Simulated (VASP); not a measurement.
# SiNi2 (Fm-3m) in VASP: single point with PBE

Aim: the single point of SiNi2 with PBE.

Everything below comes from runs of VASP 6.6.1. Logs are shortened: lines on timing, memory, paths and dates and some standing lists are left out, and cuts for length are marked.

### 1 The cell of the first run

The structure is cubic, space group Fm-3m (No. 225). Conventional cell: a = 5.318 Å, b = 5.318 Å, c = 5.318 Å, α = 90.00°, β = 90.00°, γ = 90.00°. Si (site symmetry m-3m) has 8 Ni at 2.30 Å within 3.0 Å. Ni (site symmetry -43m) has 4 Si at 2.30 Å and 6 Ni at 2.66 Å within 3.0 Å.

### 2 Single point, PBE

POSCAR reads:

```
SiNi2
1.0
    0.0000000000      2.6592109857      2.6592109857
    2.6592109857      0.0000000000      2.6592109857
    2.6592109857      2.6592109857      0.0000000000
Si Ni
1 2
Direct
    0.5000000000      0.5000000000      0.5000000000
    0.7500000000      0.7500000000      0.7500000000
    0.2500000000      0.2500000000      0.2500000000
```

INCAR.step1 reads:

```
  ALGO = Normal
  EDIFF = 1E-6
  ENCUT = 520
  GGA = PE
  GGA_COMPAT = F
  ISIF = 2
  ISMEAR = 0
  LASPH = T
  LCHARG = T
  LMAXMIX = 4
  LORBIT = 11
  LREAL = F
  LWAVE = F
  NBANDS = 19
  NEDOS = 2001
  NELM = 120
  PREC = Accurate
  SIGMA = 0.1
```

KPOINTS.step1 reads:

```
k-points
0
Gamma
  16 16 16
```

INCAR.step2 reads:

```
  ALGO = Normal
  EDIFF = 1E-6
  ENCUT = 520
  GGA = PE
  GGA_COMPAT = F
  ICHARG = 11
  ISIF = 2
  ISMEAR = -5
  LASPH = T
  LCHARG = F
  LMAXMIX = 4
  LORBIT = 10
  LREAL = F
  LWAVE = F
  NEDOS = 1001
  NELM = 120
  PREC = Accurate
  SIGMA = 0.1
```

KPOINTS.step2 reads:

```
k-points
0
Gamma
  24 24 24
```

Potentials or basis: VASP PAW PBE potentials, release 64 (Si, Ni).

The run is started by

```bash
$ cat potpaw_PBE.64/Si/POTCAR potpaw_PBE.64/Ni/POTCAR > POTCAR
$ cp INCAR.step1 INCAR
$ cp KPOINTS.step1 KPOINTS
$ mpirun -np 1 vasp_std > vasp.out
$ cp INCAR.step2 INCAR
$ cp KPOINTS.step2 KPOINTS
$ mpirun -np 1 vasp_std > vasp.out
```

OUTCAR:

```text
EDIFF = 1E-6
   ENCUT = 520
   GGA = PE
   ICHARG = 11
   ISIF = 2
   ISMEAR = -5
   LASPH = T
   LORBIT = 10
   LREAL = F
   NELM = 120
   PREC = Accurate

 ion  position               nearest neighbor table
   1  0.500  0.500  0.500-   3 2.30   3 2.30   3 2.30   2 2.30   3 2.30   2 2.30   2 2.30   2 2.30

   2  0.750  0.750  0.750-   1 2.30   1 2.30   1 2.30   1 2.30   3 2.66   3 2.66   3 2.66   3 2.66
                             3 2.66   3 2.66
   3  0.250  0.250  0.250-   1 2.30   1 2.30   1 2.30   1 2.30   2 2.66   2 2.66   2 2.66   2 2.66
                             2 2.66   2 2.66

  LATTYP: Found a face centered cubic cell.
 ALAT       =     5.3184219714

  Lattice vectors:

 A1 = (   0.0000000000,   2.6592109857,   2.6592109857)
 A2 = (   2.6592109857,   0.0000000000,   2.6592109857)
 A3 = (   2.6592109857,   2.6592109857,   0.0000000000)

Analysis of symmetry for initial positions (statically):
=====================================================================
 Subroutine PRICEL returns:
 Original cell was already a primitive cell.

 Routine SETGRP: Setting up the symmetry group for a
 face centered cubic supercell.

 Subroutine GETGRP returns: Found 48 space group operations
 (whereof 48 operations were pure point group operations)
 out of a pool of 48 trial point group operations.

The static configuration has the point symmetry O_h .

Analysis of symmetry for dynamics (positions and initial velocities):
=====================================================================
 Subroutine PRICEL returns:
 Original cell was already a primitive cell.

 Routine SETGRP: Setting up the symmetry group for a
 face centered cubic supercell.

 Subroutine GETGRP returns: Found 48 space group operations
 (whereof 48 operations were pure point group operations)
 out of a pool of 48 trial point group operations.

The dynamic configuration has the point symmetry O_h .

 Subroutine INISYM returns: Found 48 space group operations
 (whereof 48 operations are pure point group operations),
 and found     1 'primitive' translations

----------------------------------------------------------------------------------------

                                     Primitive cell

  volume of cell :      37.6087

  direct lattice vectors                    reciprocal lattice vectors
     0.000000000  2.659210986  2.659210986    -0.188025697  0.188025697  0.188025697
     2.659210986  0.000000000  2.659210986     0.188025697 -0.188025697  0.188025697
     2.659210986  2.659210986  0.000000000     0.188025697  0.188025697 -0.188025697

  length of vectors
     3.760692241  3.760692241  3.760692241     0.325670061  0.325670061  0.325670061

  position of ions in fractional coordinates (direct lattice)
     0.500000000  0.500000000  0.500000000
     0.750000000  0.750000000  0.750000000
     0.250000000  0.250000000  0.250000000

  ion indices of the primitive-cell ions
   primitive index   ion index
                 1           1
                 2           2
                 3           3

----------------------------------------------------------------------------------------

 KPOINTS: k-points

Automatic generation of k-mesh.
 Grid dimensions read from file:
 generate k-points for:   24   24   24

 Generating k-lattice:

  Cartesian coordinates                     Fractional coordinates (reciprocal lattice)
    -0.007834404  0.007834404  0.007834404     0.041666667  0.000000000  0.000000000
     0.007834404 -0.007834404  0.007834404     0.000000000  0.041666667  0.000000000
     0.007834404  0.007834404 -0.007834404     0.000000000  0.000000000  0.041666667

  Length of vectors
     0.013569586  0.013569586  0.013569586

  Shift w.r.t. Gamma in fractional coordinates (k-lattice)
     0.000000000  0.000000000  0.000000000

 TETIRR: Found   1864 inequivalent tetrahedra from    82944

 Subroutine IBZKPT returns following result:
 ===========================================

 Found    413 irreducible k-points:

 Following reciprocal coordinates:
            Coordinates               Weight
  0.000000  0.000000  0.000000      1.000000
  0.041667  0.000000  0.000000      8.000000
  0.083333  0.000000  0.000000      8.000000
  0.125000  0.000000  0.000000      8.000000
  0.166667  0.000000  0.000000      8.000000
  0.208333  0.000000  0.000000      8.000000
[... 16 lines left out ...]
  0.416667  0.041667  0.000000     24.000000
  0.458333  0.041667  0.000000     24.000000
 [... further k-points ...]
   k-points           NKPTS =    413   k-points in BZ     NKDIM =    413   number of bands    NBANDS=     16
   number of dos      NEDOS =   1001   number of ions     NIONS =      3
   total plane-waves  NPLWV =  21952
   dimension x,y,z NGX =    28 NGY =   28 NGZ =   28
   dimension x,y,z NGXF=    56 NGYF=   56 NGZF=   56
   ions per type =               1   2
   NGX,Y,Z   is equivalent  to a cutoff of  12.38, 12.38, 12.38 a.u.
   NGXF,Y,Z  is equivalent  to a cutoff of  24.76, 24.76, 24.76 a.u.
 SYSTEM =  unknown system
   PREC   = accura    normal or accurate (medium, high low for compatibility)
   ISTART =      0    job   : 0-new  1-cont  2-samecut
   ICHARG =     11    charge: 1-file 2-atom 10-const
   ISPIN  =      1    spin polarized calculation?
   LNONCOLLINEAR =      F non collinear calculations
   LSORBIT =      F    spin-orbit coupling
   LASPH  =      T    aspherical Exc in radial PAW
   ENCUT  =  520.0 eV  38.22 Ry    6.18 a.u.   6.99  6.99  6.99*2*pi/ulx,y,z
   NELM   =    120;   NELMIN=  2; NELMDL=  0     # of ELM steps
   EDIFF  = 0.1E-05   stopping-criterion for ELM
   LREAL  =      F    real-space projection
   EDIFFG = 0.1E-04   stopping-criterion for IOM
   NSW    =      0    number of steps for IOM
   IBRION =     -1    ionic relax: 0-MD 1-quasi-New 2-CG
   NFREE  =      0    steps in history (QN), initial steepest desc. (CG)
   ISIF   =      2    stress and relaxation
   ISYM   =      2    0-nonsym 1-usesym 2-fastsym
   POTIM  = 0.5000    time-step for ionic-motion
   TEBEG  =    0.0;   TEEND  =   0.0 temperature during run
   PSTRESS=    0.0 pullay stress
   NELECT =      24.0000    total number of electrons
   NUPDOWN=      -1.0000    fix difference up-down
   EMIN   =  10.00;   EMAX   =-10.00  energy-range for DOS
   EFERMI =   0.00;   METHOD = LEGACY
   ISMEAR =    -5;   SIGMA  =   0.10  broadening in eV -4-tet -1-fermi 0-gaus
   EFERMI_NEDOS =   21; number of points for ismear=-14 and -15
   IALGO  =     38    algorithm
   IMIX   =      4    mixing-type and parameters
     AMIX     =   0.40;   BMIX     =  1.00
     AMIX_MAG =   1.60;   BMIX_MAG =  1.00
  volume/ion in A,a.u.               =      12.54        84.60
  Fermi-wavevector in a.u.,A,eV,Ry     =   1.409448  2.663471 27.028575  1.986544
  Thomas-Fermi vector in A             =   2.531503
   LORBIT       =     10    0 simple, 1 ext, 2 COOP (PROOUT), +10 PAW based schemes
   GGA     = PE    functional components
   LHFCALC =     F    Hartree Fock is set to
   AEXX    =    0.0000 exact exchange contribution
   IVDW    =     0    specifies the selected vdW correction
   LEPSILON=     F    determine dielectric tensor
   LRPA    =     F    only Hartree local field effects (RPA)
 non-spin polarized calculation
 Fermi weights with tetrahedron method with Bloechl corrections
  energy-cutoff  :      520.00
  volume of cell :       37.61
 maximum number of plane-waves:      1036

 number of electron      23.9999982 magnetization

 Free energy of the ion-electron system (eV)
  ---------------------------------------------------
  ext. energy  EPLUGINS =         0.00000000
  ---------------------------------------------------
  free energy    TOTEN  =       -17.56805003 eV

  energy without entropy =      -17.56805003  energy(sigma->0) =      -17.56805003

 E-fermi :   8.8959     XC(G=0): -12.0287

 val. band max:        8.9359162588   @ k =   0.4167   0.3333   0.0833
 cond. band min:       8.8685580859   @ k =   0.5000   0.3750   0.1250
 fundamental gap:     -0.0673581729
 Fermi energy:         8.8958525397

 k-point     1 :       0.0000    0.0000    0.0000
  band No.  band energies     occupation
      1      -2.5384      2.00000
      2       4.6021      2.00000
      3       4.6021      2.00000
      4       4.6021      2.00000
      5       5.4219      2.00000
      6       5.4219      2.00000
[... 8 lines left out ...]
     15      13.8431      0.00000
     16      13.8431      0.00000

 k-point     2 :       0.0417    0.0000    0.0000
  band No.  band energies     occupation
      1      -2.5133      2.00000
      2       4.5887      2.00000
      3       4.6103      2.00000
      4       4.6103      2.00000
      5       5.4299      2.00000
      6       5.4299      2.00000
[... 8 lines left out ...]
     15      14.0123      0.00000
     16      14.0127      0.00000

 k-point     3 :       0.0833    0.0000    0.0000
  band No.  band energies     occupation
      1      -2.4383      2.00000
      2       4.5482      2.00000
      3       4.6348      2.00000
      4       4.6348      2.00000
      5       5.4541      2.00000
      6       5.4541      2.00000
[... 8 lines left out ...]
     15      14.3105      0.00000
     16      14.3158      0.00000

 k-point     4 :       0.1250    0.0000    0.0000
  band No.  band energies     occupation
      1      -2.3146      2.00000
      2       4.4799      2.00000
      3       4.6743      2.00000
      4       4.6743      2.00000
      5       5.4946      2.00000
      6       5.4946      2.00000
[... 8 lines left out ...]
     15      14.4298      0.00000
     16      14.6184      0.00000

 k-point     5 :       0.1667    0.0000    0.0000
  band No.  band energies     occupation
      1      -2.1438      2.00000
      2       4.3820      2.00000
      3       4.7271      2.00000
      4       4.7271      2.00000
      5       5.5516      2.00000
      6       5.5516      2.00000
[... 8 lines left out ...]
     15      14.4357      0.00000
     16      14.8892      0.00000

 k-point     6 :       0.2083    0.0000    0.0000
  band No.  band energies     occupation
      1      -1.9293      2.00000
      2       4.2510      2.00000
      3       4.7909      2.00000
      4       4.7909      2.00000
      5       5.6252      2.00000
      6       5.6252      2.00000
[... 8 lines left out ...]
     15      14.4183      0.00000
     16      15.0819      0.00000
[... 267 lines left out ...]
 k-point    21 :       0.3333    0.0417    0.0000
  band No.  band energies     occupation
      1      -1.1663      2.00000
      2       3.7090      2.00000
      3       4.9654      2.00000
      4       5.0210      2.00000
      5       5.8757      2.00000
      6       5.9155      2.00000
[... 8 lines left out ...]
     15      14.4976      0.00000
     16      14.9111      0.00000

 k-point    22 :       0.3750    0.0417    0.0000
  band No.  band energies     occupation
      1      -0.8555      2.00000
      2       3.4416      2.00000
      3       5.0338      2.00000
      4       5.0921      2.00000
      5       5.9954      2.00000
      6       6.0350      2.00000
[... 8 lines left out ...]
     15      14.4546      0.00000
     16      14.8782      0.00000

 k-point    23 :       0.4167    0.0417    0.0000
  band No.  band energies     occupation
      1      -0.5603      2.00000
      2       3.1665      2.00000
      3       5.0946      2.00000
      4       5.1518      2.00000
      5       6.1179      2.00000
      6       6.1530      2.00000
[... 8 lines left out ...]
     15      14.4175      0.00000
     16      14.8462      0.00000

 k-point    24 :       0.4583    0.0417    0.0000
  band No.  band energies     occupation
      1      -0.3214      2.00000
      2       2.9327      2.00000
      3       5.1414      2.00000
      4       5.1928      2.00000
      5       6.2307      2.00000
      6       6.2517      2.00000
[... 8 lines left out ...]
     15      14.3893      0.00000
     16      14.8355      0.00000

 [... further k-points ...]

------------------------ aborting loop because EDIFF is reached ----------------------------------------

  FORCE on cell =-STRESS in cart. coord.  units (eV):
  Direction    XX          YY          ZZ          XY          YZ          ZX
  --------------------------------------------------------------------------------------
  -------------------------------------------------------------------------------------
  Total        0.2269730      0.2269730      0.2269730      0.0000000      0.0000000      0.0000000
  in kB        9.6693296      9.6693296      9.6693296      0.0000000      0.0000000      0.0000000
  external PRESSURE =       9.6693296 kB  Pullay stress =       0.0000000 kB

 VOLUME and BASIS-vectors are now :
 -----------------------------------------------------------------------------
  energy-cutoff  :      520.00
  volume of cell :       37.61
      direct lattice vectors                 reciprocal lattice vectors
     0.000000000  2.659210986  2.659210986    -0.188025697  0.188025697  0.188025697
     2.659210986  0.000000000  2.659210986     0.188025697 -0.188025697  0.188025697
     2.659210986  2.659210986  0.000000000     0.188025697  0.188025697 -0.188025697

 POSITION                                       TOTAL-FORCE (eV/Angst)
 -----------------------------------------------------------------------------------
      2.65921      2.65921      2.65921        -0.000000     -0.000000     -0.000000
      3.98882      3.98882      3.98882         0.000000      0.000000      0.000000
      1.32961      1.32961      1.32961        -0.000000     -0.000000     -0.000000
 -----------------------------------------------------------------------------------
    total drift:                                0.000000     -0.000000      0.000000

  FREE ENERGIE OF THE ION-ELECTRON SYSTEM (eV)
  ---------------------------------------------------
  free  energy   TOTEN  =       -17.5680500253 eV

  energy  without entropy=      -17.5680500253  energy(sigma->0) =      -17.56805003

 total charge

# of ion       s       p       d       tot
------------------------------------------
    1        0.759   0.930   0.000   1.689
    2        0.483   0.519   8.428   9.429
    3        0.483   0.519   8.428   9.429
--------------------------------------------------
tot          1.725   1.968  16.855  20.548
```

Wall time 5.4 min (1 thread of Intel Xeon 8259CL, shared host); peak memory 0.34 GiB.

What came out:

* Valence electrons inside the program's atomic spheres: Si 1.69; Ni 9.43

Levels at points of the mesh, in eV from the Fermi level:
```tsv
k point	band 8	band 9	band 10	band 11	band 12	band 13	band 14	band 15	band 16
(0.00, 0.00, 0.00)	-1.41	-1.41	-0.77	-0.77	4.51	4.51	4.51	4.95	4.95
(0.50, 0.00, 0.00)	-2.15	-2.05	-2.04	-2.04	-1.82	3.18	3.18	5.35	5.96
(0.50, 0.50, 0.00)	-2.02	-2.02	-1.29	-0.83	-0.83	-0.81	-0.10	3.79	4.88
```

Caveat: tetrahedron occupations give inexact forces and stress in metals. Spin polarisation is off, so any magnetic state and its effect on volume and gap are missing.
